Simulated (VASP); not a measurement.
Wanted: the native input for a VASP 6.6.1 run.

```yaml
Task: single point
Functional: LDA
Potentials_or_basis: VASP PAW LDA potentials, release 64 (Rb_sv, Al, Tl_d, H)
Cutoff: 520 eV
k_mesh: 2 × 2 × 2
Occupations: fermi-dirac, width 0.16 eV
Spin: no spin polarisation
Dipole_correction: no
Further_INCAR_settings: LREAL = Auto; ALGO = Normal; EDIFF = 1e-07; NBANDS = 56
```

The structure of Rb2AlTlH6 lies in POSCAR:

```
Rb2AlTlH6
1.0
    8.9671390000      4.4835690000      4.4835690000
    4.4835690000      8.9671390000      4.4835690000
    4.4835690000      4.4835690000      8.9671390000
Rb Al Tl H
4 2 2 12
Direct
    0.1410929424      0.0948351612      0.0993181959
    0.3882899744      0.3816657887      0.3516004613
    0.6590842722      0.6069160224      0.6154806260
    0.8712812909      0.8581221343      0.9005882940
    0.1947945914      0.2367477671      0.3135169488
    0.7783363618      0.7023701117      0.7656232782
   -0.0163597306      0.0299203543     -0.0023084277
    0.4849261581      0.5060477197      0.5073190280
    0.4368338656      0.2718091197      0.1507002712
    0.2838419883      0.9548697630      0.4553570979
    0.1073085107      0.7701508439     -0.0005519666
    0.1618186454      0.2550702284      0.4782183001
    0.2808811746      0.3096751937      1.0420157170
    0.8987649199      0.4199277433      0.4094004180
    0.1387511149      0.5906900831      0.6149341565
    0.9048482650      0.4165097312      0.8199828564
    0.6318012961      0.0435423863      0.6732637914
    0.6771780849      0.6532685664      0.0542815984
    0.9348745600      0.8544252752      0.3351292678
    0.3948528774      0.7210438368      0.9455078242
```

One way to write it, as run:

INCAR

```
ALGO = Normal
EDIFF = 1E-7
ENCUT = 520
GGA = CA
ISIF = 2
ISMEAR = -1
LASPH = True
LCHARG = False
LREAL = Auto
LWAVE = False
NBANDS = 56
NELM = 100
PREC = Accurate
SIGMA = 0.16
```

KPOINTS

```
k-points
0
Gamma
  2 2 2
```

Potentials or basis: VASP PAW LDA potentials, release 64 (Rb_sv, Al, Tl_d, H).

Command:

```console
$ cat potpaw_LDA.64/Rb_sv/POTCAR potpaw_LDA.64/Al/POTCAR potpaw_LDA.64/Tl_d/POTCAR potpaw_LDA.64/H/POTCAR > POTCAR
$ mpirun -np 1 vasp_std > vasp.out
```

It gave:

```yaml
Pressure: -2.0 GPa
Largest_force: 2.019 eV/Å
Band_gap_on_the_k_mesh: 0.04 eV
```

Caveat: the k points lie up to 0.58 Å⁻¹ apart; the smearing spreads over this small gap; spin-orbit coupling is left out, which moves the levels of the heavy elements; forces of over 1 eV/Å act on the atoms, so gaps and moduli don't describe the material at rest.

Wall time 18 min on 1 thread of AMD EPYC 9R45 96-Core Processor (Zen 5), with other jobs on the host, peak memory 0.77 GiB.
